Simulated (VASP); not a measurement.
# Hf (P6_3/mmc) in VASP: further runs

Runs on Hf. Level: LDA. Tasks: single point.

Everything below comes from runs of VASP 6.6.1. Logs are shortened: lines on timing, memory, paths and dates and some standing lists are left out, and cuts for length are marked.

**1. The cell of the first run**

The structure is hexagonal, space group P6_3/mmc (No. 194). The conventional cell has a = 3.118 Å, b = 3.118 Å, c = 4.948 Å, α = 90.00°, β = 90.00°, γ = 120.00°. Within 4.0 Å of Hf (site symmetry -6m2) lie 12 Hf at 3.06 to 3.12 Å.

**2. Single point, LDA**

File INCAR:

```
SYSTEM = Hf
PREC = Accurate
ENCUT = 520
EDIFF = 1E-6
ISMEAR = -1
SIGMA = 0.1
LREAL = .False.
LASPH = .True.
NELM = 100
ALGO = Normal
ISIF = 2
LWAVE = .False.
LCHARG = .False.
NBANDS = 17
```

File KPOINTS:

```
regular mesh
0
Gamma
  6 6 3
  0 0 0
```

File POSCAR:

```
Hf
1.0
    3.1183974891      0.0000000000      0.0000000000
   -1.5591987445      2.7006114446      0.0000000000
    0.0000000000      0.0000000000      4.9475473504
Hf
2
Direct
    0.3333333333      0.6666666667      0.2500000000
    0.6666666667      0.3333333333      0.7500000000
```

Potentials or basis: VASP PAW LDA potentials, release 64 (Hf_pv).

On the command line:

```sh
> cat potpaw_LDA.64/Hf_pv/POTCAR > POTCAR
> mpirun -np 1 vasp_std > vasp.out
```

OUTCAR:

```text
SYSTEM = Hf
   PREC = Accurate
   ENCUT = 520
   EDIFF = 1E-6
   ISMEAR = -1
   LREAL = .False.
   LASPH = .True.
   NELM = 100
   ISIF = 2

 ion  position               nearest neighbor table
   1  0.333  0.667  0.250-   2 3.06   2 3.06   2 3.06   2 3.06   2 3.06   2 3.06
   2  0.667  0.333  0.750-   1 3.06   1 3.06   1 3.06   1 3.06   1 3.06   1 3.06

  LATTYP: Found a hexagonal cell.
 ALAT       =     3.1183974891
 C/A-ratio  =     1.5865672570

  Lattice vectors:

 A1 = (   3.1183974891,   0.0000000000,   0.0000000000)
 A2 = (  -1.5591987445,   2.7006114446,   0.0000000000)
 A3 = (   0.0000000000,   0.0000000000,   4.9475473504)

Analysis of symmetry for initial positions (statically):
=====================================================================
 Subroutine PRICEL returns:
 Original cell was already a primitive cell.

 Routine SETGRP: Setting up the symmetry group for a
 hexagonal supercell.

 Subroutine GETGRP returns: Found 24 space group operations
 (whereof 12 operations were pure point group operations)
 out of a pool of 24 trial point group operations.

The static configuration has the point symmetry D_3d.
 The point group associated with its full space group is D_6h.

Analysis of symmetry for dynamics (positions and initial velocities):
=====================================================================
 Subroutine PRICEL returns:
 Original cell was already a primitive cell.

 Routine SETGRP: Setting up the symmetry group for a
 hexagonal supercell.

 Subroutine GETGRP returns: Found 24 space group operations
 (whereof 12 operations were pure point group operations)
 out of a pool of 24 trial point group operations.

The dynamic configuration has the point symmetry D_3d.
 The point group associated with its full space group is D_6h.

 Subroutine INISYM returns: Found 24 space group operations
 (whereof 12 operations are pure point group operations),
 and found     1 'primitive' translations

----------------------------------------------------------------------------------------

                                     Primitive cell

  volume of cell :      41.6662

  direct lattice vectors                    reciprocal lattice vectors
     3.118397489  0.000000000  0.000000000     0.320677529  0.185143257  0.000000000
    -1.559198744  2.700611445  0.000000000     0.000000000  0.370286515  0.000000000
     0.000000000  0.000000000  4.947547350     0.000000000  0.000000000  0.202120350

  length of vectors
     3.118397489  3.118397489  4.947547350     0.370286515  0.370286515  0.202120350

  position of ions in fractional coordinates (direct lattice)
     0.333333333  0.666666667  0.250000000
     0.666666667  0.333333333  0.750000000

  ion indices of the primitive-cell ions
   primitive index   ion index
                 1           1
                 2           2

----------------------------------------------------------------------------------------

 KPOINTS: regular mesh

Automatic generation of k-mesh.
 Grid dimensions read from file:
 generate k-points for:    6    6    3

 Generating k-lattice:

  Cartesian coordinates                     Fractional coordinates (reciprocal lattice)
     0.053446255  0.030857210  0.000000000     0.166666667  0.000000000  0.000000000
     0.000000000  0.061714419  0.000000000     0.000000000  0.166666667  0.000000000
     0.000000000  0.000000000  0.067373450     0.000000000  0.000000000  0.333333333

  Length of vectors
     0.061714419  0.061714419  0.067373450

  Shift w.r.t. Gamma in fractional coordinates (k-lattice)
     0.000000000  0.000000000  0.000000000

 Subroutine IBZKPT returns following result:
 ===========================================

 Found     14 irreducible k-points:

 Following reciprocal coordinates:
            Coordinates               Weight
  0.000000  0.000000  0.000000      1.000000
  0.166667 -0.000000  0.000000      6.000000
  0.333333 -0.000000  0.000000      6.000000
  0.500000 -0.000000  0.000000      3.000000
  0.166667  0.166667  0.000000      6.000000
  0.333333  0.166667  0.000000     12.000000
  0.333333  0.333333  0.000000      2.000000
  0.000000  0.000000  0.333333      2.000000
  0.166667 -0.000000  0.333333     12.000000
  0.333333 -0.000000  0.333333     12.000000
  0.500000 -0.000000  0.333333      6.000000
  0.166667  0.166667  0.333333     12.000000
  0.333333  0.166667  0.333333     24.000000
  0.333333  0.333333  0.333333      4.000000
   k-points           NKPTS =     14   k-points in BZ     NKDIM =     14   number of bands    NBANDS=     17
   number of dos      NEDOS =    301   number of ions     NIONS =      2
   total plane-waves  NPLWV =  23040
   dimension x,y,z NGX =    24 NGY =   24 NGZ =   40
   dimension x,y,z NGXF=    48 NGYF=   48 NGZF=   80
   ions per type =               2
   NGX,Y,Z   is equivalent  to a cutoff of  12.79, 12.79, 13.44 a.u.
   NGXF,Y,Z  is equivalent  to a cutoff of  25.59, 25.59, 26.88 a.u.
 SYSTEM =  Hf
   PREC   = accura    normal or accurate (medium, high low for compatibility)
   ISTART =      0    job   : 0-new  1-cont  2-samecut
   ICHARG =      2    charge: 1-file 2-atom 10-const
   ISPIN  =      1    spin polarized calculation?
   LNONCOLLINEAR =      F non collinear calculations
   LSORBIT =      F    spin-orbit coupling
   LASPH  =      T    aspherical Exc in radial PAW
   ENCUT  =  520.0 eV  38.22 Ry    6.18 a.u.   5.80  5.80  9.20*2*pi/ulx,y,z
   NELM   =    100;   NELMIN=  2; NELMDL= -5     # of ELM steps
   EDIFF  = 0.1E-05   stopping-criterion for ELM
   LREAL  =      F    real-space projection
   EDIFFG = 0.1E-04   stopping-criterion for IOM
   NSW    =      0    number of steps for IOM
   IBRION =     -1    ionic relax: 0-MD 1-quasi-New 2-CG
   NFREE  =      0    steps in history (QN), initial steepest desc. (CG)
   ISIF   =      2    stress and relaxation
   ISYM   =      2    0-nonsym 1-usesym 2-fastsym
   POTIM  = 0.5000    time-step for ionic-motion
   TEBEG  =    0.0;   TEEND  =   0.0 temperature during run
   PSTRESS=    0.0 pullay stress
   NELECT =      20.0000    total number of electrons
   NUPDOWN=      -1.0000    fix difference up-down
   EMIN   =  10.00;   EMAX   =-10.00  energy-range for DOS
   EFERMI =   0.00;   METHOD = LEGACY
   ISMEAR =    -1;   SIGMA  =   0.10  broadening in eV -4-tet -1-fermi 0-gaus
   EFERMI_NEDOS =   21; number of points for ismear=-14 and -15
   IALGO  =     38    algorithm
   IMIX   =      4    mixing-type and parameters
     AMIX     =   0.40;   BMIX     =  1.00
     AMIX_MAG =   1.60;   BMIX_MAG =  1.00
  volume/ion in A,a.u.               =      20.83       140.59
  Fermi-wavevector in a.u.,A,eV,Ry     =   1.281810  2.422270 22.354873  1.643037
  Thomas-Fermi vector in A             =   2.414158
   LORBIT       =      0    0 simple, 1 ext, 2 COOP (PROOUT), +10 PAW based schemes
   GGA     = CA    functional components
   LHFCALC =     F    Hartree Fock is set to
   AEXX    =    0.0000 exact exchange contribution
   IVDW    =     0    specifies the selected vdW correction
   LEPSILON=     F    determine dielectric tensor
   LRPA    =     F    only Hartree local field effects (RPA)
 non-spin polarized calculation
  energy-cutoff  :      520.00
  volume of cell :       41.67
 maximum number of plane-waves:      1134
 NGX is ok and might be reduce to    24
   NGX = 11   NGY = 11   NGZ = 19

 number of electron      19.9999997 magnetization

 Free energy of the ion-electron system (eV)
  ---------------------------------------------------
  ext. energy  EPLUGINS =         0.00000000
  ---------------------------------------------------
  free energy    TOTEN  =       -21.36494853 eV

  energy without entropy =      -21.28129338  energy(sigma->0) =      -21.32312096

 E-fermi :   5.2994     XC(G=0): -11.7994

 val. band max:        5.1643690087   @ k =   0.1667  -0.0000   0.0000
 cond. band min:       5.3100226083   @ k =   0.3333   0.3333   0.3333
 fundamental gap:      0.1456535995
 Fermi energy:         5.2994453972

 k-point     1 :       0.0000    0.0000    0.0000
  band No.  band energies     occupation
      1     -25.5978      2.00000
      2     -24.6484      2.00000
      3     -24.6484      2.00000
      4     -24.4876      2.00000
      5     -24.4876      2.00000
      6     -24.4835      2.00000
[... 9 lines left out ...]
     16       8.0219      0.00000
     17      10.9496      0.00000

 k-point     2 :       0.1667   -0.0000    0.0000
  band No.  band energies     occupation
      1     -25.5084      2.00000
      2     -24.8377      2.00000
      3     -24.7096      2.00000
      4     -24.6832      2.00000
      5     -24.5255      2.00000
      6     -24.5137      2.00000
[... 9 lines left out ...]
     16       8.1224      0.00000
     17      11.4967      0.00000

 k-point     3 :       0.3333   -0.0000    0.0000
  band No.  band energies     occupation
      1     -25.2893      2.00000
      2     -25.2135      2.00000
      3     -25.0419      2.00000
      4     -24.8229      2.00000
      5     -24.6489      2.00000
      6     -24.5728      2.00000
[... 9 lines left out ...]
     16      10.2359      0.00000
     17      12.0586      0.00000

 k-point     4 :       0.5000   -0.0000    0.0000
  band No.  band energies     occupation
      1     -25.3980      2.00000
      2     -25.2086      2.00000
      3     -25.1248      2.00000
      4     -24.8765      2.00000
      5     -24.7651      2.00000
      6     -24.6041      2.00000
[... 9 lines left out ...]
     16      12.2086      0.00000
     17      12.8334      0.00000

 k-point     5 :       0.1667    0.1667    0.0000
  band No.  band energies     occupation
      1     -25.3523      2.00000
      2     -25.0345      2.00000
      3     -25.0198      2.00000
      4     -24.7650      2.00000
      5     -24.6137      2.00000
      6     -24.6099      2.00000
[... 9 lines left out ...]
     16      10.0223      0.00000
     17      11.6521      0.00000

 k-point     6 :       0.3333    0.1667    0.0000
  band No.  band energies     occupation
      1     -25.3020      2.00000
      2     -25.1467      2.00000
      3     -25.1283      2.00000
      4     -24.9397      2.00000
      5     -24.7615      2.00000
      6     -24.7146      2.00000
[... 9 lines left out ...]
     16      11.7103      0.00000
     17      12.5337      0.00000

 k-point     7 :       0.3333    0.3333    0.0000
  band No.  band energies     occupation
      1     -25.2585      2.00000
      2     -25.0881      2.00000
      3     -25.0881      2.00000
      4     -24.9326      2.00000
      5     -24.9326      2.00000
      6     -24.9013      2.00000
[... 9 lines left out ...]
     16      11.3938      0.00000
     17      11.5039      0.00000

 k-point     8 :       0.0000    0.0000    0.3333
  band No.  band energies     occupation
      1     -25.3369      2.00000
      2     -24.7812      2.00000
      3     -24.6085      2.00000
      4     -24.6085      2.00000
      5     -24.5281      2.00000
      6     -24.5281      2.00000
[... 9 lines left out ...]
     16       9.3836      0.00000
     17      10.9965      0.00000

 k-point     9 :       0.1667   -0.0000    0.3333
  band No.  band energies     occupation
      1     -25.3140      2.00000
      2     -24.9067      2.00000
      3     -24.7553      2.00000
      4     -24.6612      2.00000
      5     -24.6015      2.00000
      6     -24.5633      2.00000
[... 9 lines left out ...]
     16       9.3199      0.00000
     17      11.0715      0.00000

 k-point    10 :       0.3333   -0.0000    0.3333
  band No.  band energies     occupation
      1     -25.3836      2.00000
      2     -25.2323      2.00000
      3     -24.9049      2.00000
      4     -24.7615      2.00000
      5     -24.6683      2.00000
      6     -24.6364      2.00000
[... 9 lines left out ...]
     16      10.2397      0.00000
     17      11.3305      0.00000

 k-point    11 :       0.5000   -0.0000    0.3333
  band No.  band energies     occupation
      1     -25.5008      2.00000
      2     -25.3917      2.00000
      3     -24.8767      2.00000
      4     -24.8098      2.00000
      5     -24.7106      2.00000
      6     -24.6736      2.00000
[... 9 lines left out ...]
     16      12.0522      0.00000
     17      12.1317      0.00000

 k-point    12 :       0.1667    0.1667    0.3333
  band No.  band energies     occupation
      1     -25.3232      2.00000
      2     -25.1330      2.00000
      3     -24.8636      2.00000
      4     -24.8008      2.00000
      5     -24.6644      2.00000
      6     -24.6144      2.00000
[... 9 lines left out ...]
     16      10.0700      0.00000
     17      11.1044      0.00000

 k-point    13 :       0.3333    0.1667    0.3333
  band No.  band energies     occupation
      1     -25.4108      2.00000
      2     -25.3246      2.00000
      3     -24.9782      2.00000
      4     -24.8525      2.00000
      5     -24.7617      2.00000
      6     -24.6512      2.00000
[... 9 lines left out ...]
     16      12.1901      0.00000
     17      12.4356      0.00000

 k-point    14 :       0.3333    0.3333    0.3333
  band No.  band energies     occupation
      1     -25.3027      2.00000
      2     -25.3027      2.00000
      3     -25.1716      2.00000
      4     -24.9931      2.00000
      5     -24.7060      2.00000
      6     -24.7060      2.00000
[... 9 lines left out ...]
     16      10.8085      0.00000
     17      13.1189      0.00000

------------------------ aborting loop because EDIFF is reached ----------------------------------------

  FORCE on cell =-STRESS in cart. coord.  units (eV):
  Direction    XX          YY          ZZ          XY          YZ          ZX
  --------------------------------------------------------------------------------------
  -------------------------------------------------------------------------------------
  Total        0.1918962      0.1918962      0.1414314      0.0000000      0.0000000     -0.0000000
  in kB        7.3789307      7.3789307      5.4384221      0.0000000      0.0000000     -0.0000000
  external PRESSURE =       6.7320945 kB  Pullay stress =       0.0000000 kB

 VOLUME and BASIS-vectors are now :
 -----------------------------------------------------------------------------
  energy-cutoff  :      520.00
  volume of cell :       41.67
      direct lattice vectors                 reciprocal lattice vectors
     3.118397489  0.000000000  0.000000000     0.320677529  0.185143257  0.000000000
    -1.559198744  2.700611445  0.000000000     0.000000000  0.370286515  0.000000000
     0.000000000  0.000000000  4.947547350     0.000000000  0.000000000  0.202120350

 POSITION                                       TOTAL-FORCE (eV/Angst)
 -----------------------------------------------------------------------------------
     -0.00000      1.80041      1.23689         0.000000      0.000000      0.000000
      1.55920      0.90020      3.71066        -0.000000      0.000000      0.000000
 -----------------------------------------------------------------------------------
    total drift:                               -0.000000      0.000000     -0.000000

  FREE ENERGIE OF THE ION-ELECTRON SYSTEM (eV)
  ---------------------------------------------------
  free  energy   TOTEN  =       -21.3649485347 eV

  energy  without entropy=      -21.2812933780  energy(sigma->0) =      -21.32312096
```

Wall time 19 s (1 thread of AMD EPYC 7R13, shared host); peak memory 0.11 GiB.

What came out:

```
Free energy            : -21.3649 eV
Pressure               : 0.7 GPa
Band gap on the k mesh : zero (band 10 reaches 6.43 eV, above the bottom of band 11 at 5.31 eV)
```

Levels at points of the mesh, in eV from the Fermi level:
```
           k point  band 8  band 9  band 10  band 11  band 12  band 13
(0.00, 0.00, 0.00)   -3.94    1.06     1.13     1.13     1.40     2.01
(0.50, 0.00, 0.00)   -3.03   -2.46    -0.55     0.72     0.95     1.78
```

Caveat: the k points lie up to 0.42 Å⁻¹ apart; spin-orbit coupling is left out, which moves the levels of the heavy elements.

**3. Single point, LDA**

INCAR, as its differences from that of step 2:

```diff
@@ -3,3 +3,3 @@
 ENCUT = 520
-EDIFF = 1E-6
+EDIFF = 1E-7
 ISMEAR = -1
```

File KPOINTS:

```
Automatic mesh
0
Gamma
  7 7 4
  0 0 0
```

POSCAR is that of step 2.

Potentials or basis: VASP PAW LDA potentials, release 64 (Hf_pv).

On the command line:

```sh
> cat potpaw_LDA.64/Hf_pv/POTCAR > POTCAR
> mpirun -np 1 vasp_std > vasp.out
```

OUTCAR:

```text
SYSTEM = Hf
   PREC = Accurate
   ENCUT = 520
   EDIFF = 1E-7
   ISMEAR = -1
   LREAL = .False.
   LASPH = .True.
   NELM = 100
   ISIF = 2

 ion  position               nearest neighbor table
   1  0.333  0.667  0.250-   2 3.06   2 3.06   2 3.06   2 3.06   2 3.06   2 3.06
   2  0.667  0.333  0.750-   1 3.06   1 3.06   1 3.06   1 3.06   1 3.06   1 3.06

  LATTYP: Found a hexagonal cell.
 ALAT       =     3.1183974891
 C/A-ratio  =     1.5865672570

  Lattice vectors:

[... 667 lines left out ...]

  FORCE on cell =-STRESS in cart. coord.  units (eV):
  Direction    XX          YY          ZZ          XY          YZ          ZX
  --------------------------------------------------------------------------------------
  -------------------------------------------------------------------------------------
  Total        0.0684929      0.0684929      0.0445159      0.0000000      0.0000000      0.0000000
  in kB        2.6337384      2.6337384      1.7117589      0.0000000      0.0000000      0.0000000
  external PRESSURE =       2.3264119 kB  Pullay stress =       0.0000000 kB

 VOLUME and BASIS-vectors are now :
 -----------------------------------------------------------------------------
  energy-cutoff  :      520.00
  volume of cell :       41.67
      direct lattice vectors                 reciprocal lattice vectors
     3.118397489  0.000000000  0.000000000     0.320677529  0.185143257  0.000000000
    -1.559198744  2.700611445  0.000000000     0.000000000  0.370286515  0.000000000
     0.000000000  0.000000000  4.947547350     0.000000000  0.000000000  0.202120350

 POSITION                                       TOTAL-FORCE (eV/Angst)
 -----------------------------------------------------------------------------------
     -0.00000      1.80041      1.23689        -0.000000     -0.000000      0.000000
      1.55920      0.90020      3.71066         0.000000      0.000000      0.000000
 -----------------------------------------------------------------------------------
    total drift:                               -0.000000      0.000000     -0.000000

  FREE ENERGIE OF THE ION-ELECTRON SYSTEM (eV)
  ---------------------------------------------------
  free  energy   TOTEN  =       -21.4127350343 eV

  energy  without entropy=      -21.3485108794  energy(sigma->0) =      -21.38062296
```

stdout:

```text
POSCAR found type information on POSCAR Hf
 POSCAR found :  1 types and       2 ions
 scaLAPACK will be used
 LDA part: xc-table for (Slater(with rela. corr.)+CA(PZ))
 , standard interpolation
 POSCAR, INCAR and KPOINTS ok, starting setup
 FFT: planning ... GRIDC
 FFT: planning ... GRID_SOFT
 FFT: planning ... GRID
 WAVECAR not read
 entering main loop
```

It took 28 s on 1 thread of AMD EPYC 7R13, shared host; peak memory 0.12 GiB.

What came out:

| Property | Result |
| --- | --- |
| Free energy | -21.4127 eV |
| Pressure | 0.2 GPa |
| Band gap on the k mesh | zero (band 10 reaches 6.43 eV, above the bottom of band 11 at 5.20 eV) |

Stress tensor (GPa, compression positive):
```
0.26 0.00 0.00
0.00 0.26 0.00
0.00 0.00 0.17
```

Caveat: spin-orbit coupling is left out, which moves the levels of the heavy elements.
